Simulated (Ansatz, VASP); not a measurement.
**Two plane-wave programs on Ga2As5**

```
CELL_PARAMETERS angstrom
8.17320 0.00000 0.00000
-4.08660 7.07820 0.00000
0.00000 0.00000 5.16490
ATOMIC_POSITIONS crystal
Ga 0.00000 0.00000 0.50000
Ga 0.00000 0.00000 0.00000
As 0.33333 0.66667 0.00000
As 0.66667 0.33333 0.00000
As 0.50000 0.00000 0.00000
As 0.00000 0.50000 0.00000
As 0.50000 0.50000 0.00000
```

Alike in both runs: functional PBE; k mesh 3 × 3 × 4; occupations gaussian, width 0.2 eV; no spin polarisation.

Ansatz relaxed the structure, and its values are those at the end. VASP's run is a single point on that final structure, the one shown.

|  | VASP | Ansatz |
| --- | --- | --- |
| version | VASP 6.6.1 | Ansatz 0.2.0 |
| potentials or method | VASP PAW PBE potentials, release 64 (Ga_d, As), cutoff 500 eV | scalar-relativistic, plane waves, PAW |
| valence electrons in the cell | 51 | 101 |

|  | VASP | Ansatz | Ansatz less VASP |
| --- | --- | --- | --- |
| gap on the k mesh at the Fermi level (eV) | none | none | - |
| pressure (GPa) | 0.5 | 0.4 | -0.12 |

A gap of «none» marks a metal or a gap that the smearing closes. VASP's potentials hold 51 valence electrons a cell and Ansatz's 101, so a difference there can come from the potentials and not from the codes.
